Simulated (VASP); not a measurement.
Crystal: SnMo.

```
CELL_PARAMETERS angstrom
0.00000 2.92431 2.92431
2.92431 0.00000 2.92431
2.92431 2.92431 0.00000
ATOMIC_POSITIONS crystal
Sn 0.75000 0.75000 0.75000
Mo 0.00000 0.00000 0.00000
```

| Item | Value |
| --- | --- |
| Program | VASP 6.6.1 |
| Task | relaxation of cell and atoms |
| Functional | PBE |
| Potentials or basis | VASP PAW PBE potentials, release 64 (Sn_d, Mo_sv) |
| Cutoff | 600 eV |
| k mesh | 6 × 6 × 6 |
| Occupations | gaussian, width 0.1 eV |
| Spin | no spin polarisation |

At the start: pressure 15.3 GPa; volume 25.01 Å³/atom.

**Question.** How do energy, volume and symmetry change on relaxing?

**Answer.** Over 4 steps the energy falls by 178.0 meV/atom and the volume is 29.34 Å³/atom (+17.3 %); space group F-43m (No. 216, to 0.05 Å).

The path:
```csv
step,energy change (eV),largest force (eV/Å),pressure (GPa),volume (Å³)
1,0.0000,0.0000,15.32,50.02
2,-0.0520,0.0000,-7.71,69.39
3,-0.3558,0.0000,-0.26,58.86
4,-0.3560,0.0000,-0.05,58.67
```

Final structure:
```xyz
2
Lattice="0.0000 3.0841 3.0841 3.0841 0.0000 3.0841 3.0841 3.0841 0.0000" Properties=species:S:1:pos:R:3 pbc="T T T"
Sn    4.6262    4.6262    4.6262
Mo    0.0000    0.0000    0.0000
```

Caveat: the volume moved by over 15 % at a fixed basis, so the end points are rough.
